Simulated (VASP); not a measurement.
# Os (Fm-3m) in VASP: notebook

Os is run at these levels: PBEsol; tasks: single point.

All numbers are computed with VASP 6.6.1; they aren't measurements. Logs are shortened: lines on timing, memory, paths and dates and some standing lists are left out, and cuts for length are marked.

## (1) The cell of the first run

The structure is cubic, space group Fm-3m (No. 225). The conventional cell has a = 3.773 Å, b = 3.773 Å, c = 3.773 Å, α = 90.00°, β = 90.00°, γ = 90.00°. Os (site symmetry m-3m) has 12 Os at 2.67 Å within 3.5 Å.

This isn't the form of Os at room conditions, which is hcp.

## (2) Single point, PBEsol (strain -0.030 along x and y, -0.030 along z)

Input file INCAR:

```
  PREC = Accurate
  ENCUT = 520
  EDIFF = 1E-6
  ISMEAR = 0
  SIGMA = 0.15
  LREAL = F
  LASPH = T
  NELM = 80
  ALGO = Fast
  ISIF = 2
  LWAVE = F
  LCHARG = F
  GGA = PS
  NBANDS = 10
```

Input file KPOINTS:

```
regular mesh
0
Gamma
  20 20 20
```

Input file POSCAR:

```
Os
1.0
    0.0000000000      1.8866500000      1.8866500000
    1.8866500000      0.0000000000      1.8866500000
    1.8866500000      1.8866500000      0.0000000000
Os
1
Direct
    0.0000000000      0.0000000000      0.0000000000
```

Potentials or basis: VASP PAW PBE potentials, release 64 (Os).

Launch:

```console
$ cat potpaw_PBE.64/Os/POTCAR > POTCAR
$ mpirun -np 1 vasp_std > vasp.out
```

OUTCAR:

```text
PREC = Accurate
   ENCUT = 520
   EDIFF = 1E-6
   ISMEAR = 0
   LREAL = F
   LASPH = T
   NELM = 80
   ISIF = 2
   GGA = PS

 ion  position               nearest neighbor table
   1  0.000  0.000  0.000-

  LATTYP: Found a face centered cubic cell.
 ALAT       =     3.7733000000

  Lattice vectors:

 A1 = (   0.0000000000,   1.8866500000,   1.8866500000)
 A2 = (   1.8866500000,   0.0000000000,   1.8866500000)
 A3 = (   1.8866500000,   1.8866500000,   0.0000000000)

Analysis of symmetry for initial positions (statically):
=====================================================================
 Subroutine PRICEL returns:
 Original cell was already a primitive cell.

 Routine SETGRP: Setting up the symmetry group for a
 face centered cubic supercell.

 Subroutine GETGRP returns: Found 48 space group operations
 (whereof 48 operations were pure point group operations)
 out of a pool of 48 trial point group operations.

The static configuration has the point symmetry O_h .

Analysis of symmetry for dynamics (positions and initial velocities):
=====================================================================
 Subroutine PRICEL returns:
 Original cell was already a primitive cell.

 Routine SETGRP: Setting up the symmetry group for a
 face centered cubic supercell.

 Subroutine GETGRP returns: Found 48 space group operations
 (whereof 48 operations were pure point group operations)
 out of a pool of 48 trial point group operations.

The dynamic configuration has the point symmetry O_h .

 Subroutine INISYM returns: Found 48 space group operations
 (whereof 48 operations are pure point group operations),
 and found     1 'primitive' translations

----------------------------------------------------------------------------------------

                                     Primitive cell

  volume of cell :      13.4309

  direct lattice vectors                    reciprocal lattice vectors
     0.000000000  1.886650000  1.886650000    -0.265020009  0.265020009  0.265020009
     1.886650000  0.000000000  1.886650000     0.265020009 -0.265020009  0.265020009
     1.886650000  1.886650000  0.000000000     0.265020009  0.265020009 -0.265020009

  length of vectors
     2.668126017  2.668126017  2.668126017     0.459028121  0.459028121  0.459028121

  position of ions in fractional coordinates (direct lattice)
     0.000000000  0.000000000  0.000000000

  ion indices of the primitive-cell ions
   primitive index   ion index
                 1           1

----------------------------------------------------------------------------------------

 KPOINTS: regular mesh

Automatic generation of k-mesh.
 Grid dimensions read from file:
 generate k-points for:   20   20   20

 Generating k-lattice:

  Cartesian coordinates                     Fractional coordinates (reciprocal lattice)
    -0.013251000  0.013251000  0.013251000     0.050000000  0.000000000  0.000000000
     0.013251000 -0.013251000  0.013251000     0.000000000  0.050000000  0.000000000
     0.013251000  0.013251000 -0.013251000     0.000000000  0.000000000  0.050000000

  Length of vectors
     0.022951406  0.022951406  0.022951406

  Shift w.r.t. Gamma in fractional coordinates (k-lattice)
     0.000000000  0.000000000  0.000000000

 Subroutine IBZKPT returns following result:
 ===========================================

 Found    256 irreducible k-points:

 Following reciprocal coordinates:
            Coordinates               Weight
  0.000000  0.000000  0.000000      1.000000
  0.050000  0.000000  0.000000      8.000000
  0.100000  0.000000  0.000000      8.000000
  0.150000  0.000000  0.000000      8.000000
  0.200000  0.000000  0.000000      8.000000
  0.250000  0.000000  0.000000      8.000000
[... 16 lines left out ...]
 -0.400000  0.050000  0.000000     24.000000
 -0.350000  0.050000  0.000000     24.000000
 [... further k-points ...]
   k-points           NKPTS =    256   k-points in BZ     NKDIM =    256   number of bands    NBANDS=     10
   number of dos      NEDOS =    301   number of ions     NIONS =      1
   total plane-waves  NPLWV =   8000
   dimension x,y,z NGX =    20 NGY =   20 NGZ =   20
   dimension x,y,z NGXF=    40 NGYF=   40 NGZF=   40
   ions per type =               1
   NGX,Y,Z   is equivalent  to a cutoff of  12.46, 12.46, 12.46 a.u.
   NGXF,Y,Z  is equivalent  to a cutoff of  24.92, 24.92, 24.92 a.u.
 SYSTEM =  unknown system
   PREC   = accura    normal or accurate (medium, high low for compatibility)
   ISTART =      0    job   : 0-new  1-cont  2-samecut
   ICHARG =      2    charge: 1-file 2-atom 10-const
   ISPIN  =      1    spin polarized calculation?
   LNONCOLLINEAR =      F non collinear calculations
   LSORBIT =      F    spin-orbit coupling
   LASPH  =      T    aspherical Exc in radial PAW
   ENCUT  =  520.0 eV  38.22 Ry    6.18 a.u.   4.96  4.96  4.96*2*pi/ulx,y,z
   NELM   =     80;   NELMIN=  2; NELMDL= -5     # of ELM steps
   EDIFF  = 0.1E-05   stopping-criterion for ELM
   LREAL  =      F    real-space projection
   EDIFFG = 0.1E-04   stopping-criterion for IOM
   NSW    =      0    number of steps for IOM
   IBRION =     -1    ionic relax: 0-MD 1-quasi-New 2-CG
   NFREE  =      0    steps in history (QN), initial steepest desc. (CG)
   ISIF   =      2    stress and relaxation
   ISYM   =      2    0-nonsym 1-usesym 2-fastsym
   POTIM  = 0.5000    time-step for ionic-motion
   TEBEG  =    0.0;   TEEND  =   0.0 temperature during run
   PSTRESS=    0.0 pullay stress
   NELECT =       8.0000    total number of electrons
   NUPDOWN=      -1.0000    fix difference up-down
   EMIN   =  10.00;   EMAX   =-10.00  energy-range for DOS
   EFERMI =   0.00;   METHOD = LEGACY
   ISMEAR =     0;   SIGMA  =   0.15  broadening in eV -4-tet -1-fermi 0-gaus
   EFERMI_NEDOS =   21; number of points for ismear=-14 and -15
   IALGO  =     68    algorithm
   IMIX   =      4    mixing-type and parameters
     AMIX     =   0.40;   BMIX     =  1.00
     AMIX_MAG =   1.60;   BMIX_MAG =  1.00
  volume/ion in A,a.u.               =      13.43        90.64
  Fermi-wavevector in a.u.,A,eV,Ry     =   1.377432  2.602969 25.814589  1.897319
  Thomas-Fermi vector in A             =   2.502586
   LORBIT       =      0    0 simple, 1 ext, 2 COOP (PROOUT), +10 PAW based schemes
   GGA     = PS    functional components
   LHFCALC =     F    Hartree Fock is set to
   AEXX    =    0.0000 exact exchange contribution
   IVDW    =     0    specifies the selected vdW correction
   LEPSILON=     F    determine dielectric tensor
   LRPA    =     F    only Hartree local field effects (RPA)
 non-spin polarized calculation
 RMM-DIIS sequential band-by-band and
 Gauss-broadening in eV      SIGMA  =   0.15
  energy-cutoff  :      520.00
  volume of cell :       13.43
 maximum number of plane-waves:       375
   NGX =  9   NGY =  9   NGZ =  9

 number of electron       8.0000000 magnetization

 Free energy of the ion-electron system (eV)
  ---------------------------------------------------
  ext. energy  EPLUGINS =         0.00000000
  ---------------------------------------------------
  free energy    TOTEN  =       -12.07222549 eV

  energy without entropy =      -12.06171401  energy(sigma->0) =      -12.06696975

 E-fermi :   9.8516     XC(G=0): -14.3852

 val. band max:        9.8406795369   @ k =   0.0500   0.0000   0.0000
 cond. band min:       9.8603484052   @ k =   0.4000   0.2000   0.1000
 fundamental gap:      0.0196688683
 Fermi energy:         9.8516424962

 k-point     1 :       0.0000    0.0000    0.0000
  band No.  band energies     occupation
      1      -1.4357      2.00000
      2       6.6103      2.00000
      3       6.6103      2.00000
      4       6.6103      2.00000
      5       9.8851      0.75274
      6       9.8851      0.75274
      7      24.0465      0.00000
      8      30.1032      0.00000
      9      30.1032      0.00000
     10      30.1032      0.00000

 k-point     2 :       0.0500    0.0000    0.0000
  band No.  band energies     occupation
      1      -1.3121      2.00000
      2       6.5320      2.00000
      3       6.6679      2.00000
      4       6.6679      2.00000
      5       9.8407      1.08232
      6       9.8407      1.08232
      7      24.2819      0.00000
      8      29.4462      0.00000
      9      30.3257      0.00000
     10      30.3257      0.00000

 k-point     3 :       0.1000    0.0000    0.0000
  band No.  band energies     occupation
      1      -0.9529      2.00000
      2       6.3258      2.00000
      3       6.8233      2.00000
      4       6.8233      2.00000
      5       9.7351      1.72793
      6       9.7351      1.72793
      7      24.9386      0.00000
      8      28.1645      0.00000
      9      30.9772      0.00000
     10      30.9772      0.00000

 k-point     4 :       0.1500    0.0000    0.0000
  band No.  band energies     occupation
      1      -0.3964      2.00000
      2       6.0701      2.00000
      3       7.0165      2.00000
      4       7.0165      2.00000
      5       9.6529      1.93906
      6       9.6529      1.93906
      7      25.7434      0.00000
      8      26.9935      0.00000
      9      32.0146      0.00000
     10      32.0146      0.00000
[... 222 lines left out ...]
 k-point    22 :      -0.4500    0.0500    0.0000
  band No.  band energies     occupation
      1       1.8007      2.00000
      2       6.3448      2.00000
      3       6.5368      2.00000
      4       9.0618      2.00000
      5      12.2635      0.00000
      6      12.9010      0.00000
      7      19.5088      0.00000
      8      23.9162      0.00000
      9      30.4417      0.00000
     10      30.9703      0.00000

 k-point    23 :      -0.4000    0.0500    0.0000
  band No.  band energies     occupation
      1       1.8171      2.00000
      2       6.4561      2.00000
      3       6.6162      2.00000
      4       8.3288      2.00000
      5      11.7639      0.00000
      6      12.5928      0.00000
      7      20.4419      0.00000
      8      24.4324      0.00000
      9      30.9114      0.00000
     10      32.0278      0.00000

 k-point    24 :      -0.3500    0.0500    0.0000
  band No.  band energies     occupation
      1       1.7963      2.00000
      2       6.6325      2.00000
      3       6.7676      2.00000
      4       7.3286      2.00000
      5      11.0950      0.00000
      6      12.0440      0.00000
      7      21.6512      0.00000
      8      25.4540      0.00000
      9      31.9117      0.00000
     10      33.6255      0.00000

 [... further k-points ...]

------------------------ aborting loop because EDIFF is reached ----------------------------------------

  FORCE on cell =-STRESS in cart. coord.  units (eV):
  Direction    XX          YY          ZZ          XY          YZ          ZX
  --------------------------------------------------------------------------------------
  -------------------------------------------------------------------------------------
  Total        1.5539124      1.5539124      1.5539124      0.0000000     -0.0000000      0.0000000
  in kB      185.3672842    185.3672842    185.3672842      0.0000000     -0.0000000      0.0000000
  external PRESSURE =     185.3672842 kB  Pullay stress =       0.0000000 kB

 VOLUME and BASIS-vectors are now :
 -----------------------------------------------------------------------------
  energy-cutoff  :      520.00
  volume of cell :       13.43
      direct lattice vectors                 reciprocal lattice vectors
     0.000000000  1.886650000  1.886650000    -0.265020009  0.265020009  0.265020009
     1.886650000  0.000000000  1.886650000     0.265020009 -0.265020009  0.265020009
     1.886650000  1.886650000  0.000000000     0.265020009  0.265020009 -0.265020009

 POSITION                                       TOTAL-FORCE (eV/Angst)
 -----------------------------------------------------------------------------------
      0.00000      0.00000      0.00000        -0.000000      0.000000      0.000000
 -----------------------------------------------------------------------------------
    total drift:                                0.000000      0.000000     -0.000000

  FREE ENERGIE OF THE ION-ELECTRON SYSTEM (eV)
  ---------------------------------------------------
  free  energy   TOTEN  =       -12.0722254938 eV

  energy  without entropy=      -12.0617140082  energy(sigma->0) =      -12.06696975
```

Run time: 14 s. Hardware: 1 thread of Intel Xeon Platinum 8559C (Emerald Rapids), shared host; peak memory 0.15 GiB.

What came out:

| Quantity | Value |
| --- | --- |
| Free energy | -12.0722 eV |
| Pressure | 18.5 GPa |
| Band gap on the k mesh | zero (bands 4 and 5 overlap by 4.28 eV) |

Caveat: the cell differs from its parent crystal (strain -0.030 along x and y, -0.030 along z); the cell stands under pressure; the PAW data sets were made with another functional, which shifts forces and pressure a little; spin-orbit coupling is left out, which moves the levels of the heavy elements.

## (3) Single point, PBEsol (strain -0.015 along x and y, -0.015 along z)

Input file INCAR:

```
SYSTEM = Os
  PREC = Accurate
  ENCUT = 520
  EDIFF = 1E-6
  ISMEAR = 0
  SIGMA = 0.15
  LREAL = .FALSE.
  LASPH = .TRUE.
  NELM = 60
  ALGO = Normal
  ISIF = 2
  LWAVE = .FALSE.
  LCHARG = .FALSE.
  GGA = PS
  NBANDS = 10
```

Input file KPOINTS:

```
Automatic mesh
0
G
  20 20 20
  0 0 0
```

Input file POSCAR:

```
Os
1.0
    0.0000000000      1.9158250000      1.9158250000
    1.9158250000      0.0000000000      1.9158250000
    1.9158250000      1.9158250000      0.0000000000
Os
1
Direct
    0.0000000000      0.0000000000      0.0000000000
```

Potentials or basis: VASP PAW PBE potentials, release 64 (Os).

Launch:

```console
$ cat potpaw_PBE.64/Os/POTCAR > POTCAR
$ mpirun -np 1 vasp_std > vasp.out
```

It took 24 s on 1 thread of Intel Xeon Platinum 8559C (Emerald Rapids), shared host; peak memory 0.16 GiB.

The run converged. Its results:

| Item | Value |
| --- | --- |
| Free energy | -12.1012 eV |
| Pressure | -3.1 GPa |
| Band gap on the k mesh | zero (bands 4 and 5 overlap by 3.97 eV) |

Levels at points of the mesh, in eV from the Fermi level:
```csv
k point,band 2,band 3,band 4,band 5,band 6,band 7
"(0.00, 0.00, 0.00)",-3.03,-3.03,-3.03,0.02,0.02,14.24
"(0.50, 0.00, 0.00)",-3.18,-3.18,-0.28,2.42,2.42,8.90
"(0.50, 0.50, 0.00)",-6.90,2.29,2.39,3.11,3.11,12.16
```

Caveat: the cell differs from its parent crystal (strain -0.015 along x and y, -0.015 along z); the cell stands under tension; the PAW data sets were made with another functional, which shifts forces and pressure a little; spin-orbit coupling is left out, which moves the levels of the heavy elements.

(Part 1 of 2 ends here.)
